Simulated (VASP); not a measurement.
Runs of VASP 6.6.1 on Cu. The structure is that of space group P6_3/mmc (No. 194), or close to it. The cells are those of the table. This isn't the form of Cu at room conditions, which is fcc.

| cell | gap on the mesh (eV) | pressure (GPa) |
| --- | --- | --- |
| a = 2.573, b = 2.573, c = 4.255 Å, angles 90.0, 90.0, 120.0°, 2 atoms | none | -2.0 |
| a = 2.539, b = 2.539, c = 4.199 Å, angles 90.0, 90.0, 120.0°, 2 atoms | none | (a) |
| a = 2.556, b = 2.556, c = 4.227 Å, angles 90.0, 90.0, 120.0°, 2 atoms | none | (b) |
| a = 2.606, b = 2.606, c = 4.310 Å, angles 90.0, 90.0, 120.0°, 2 atoms | none | -6.5 |
| a = 2.505, b = 2.505, c = 4.142 Å, angles 90.0, 90.0, 120.0°, 2 atoms | none | 10.6 |

Alike in all rows: task single point; level PBE; potentials or basis VASP PAW PBE potentials, release 64 (Cu); no spin polarisation; k mesh 17 × 17 × 9; cutoff (eV) 520; smearing fermi-dirac 0.03 eV.

Question: Estimate the missing entries.

Answer: (a) 3.6; (b) 0.8.

Caveats: the cell stands under pressure (at least some runs); the cell stands under tension (at least some runs).

A gap of «none» marks levels without a gap at the run's occupations.
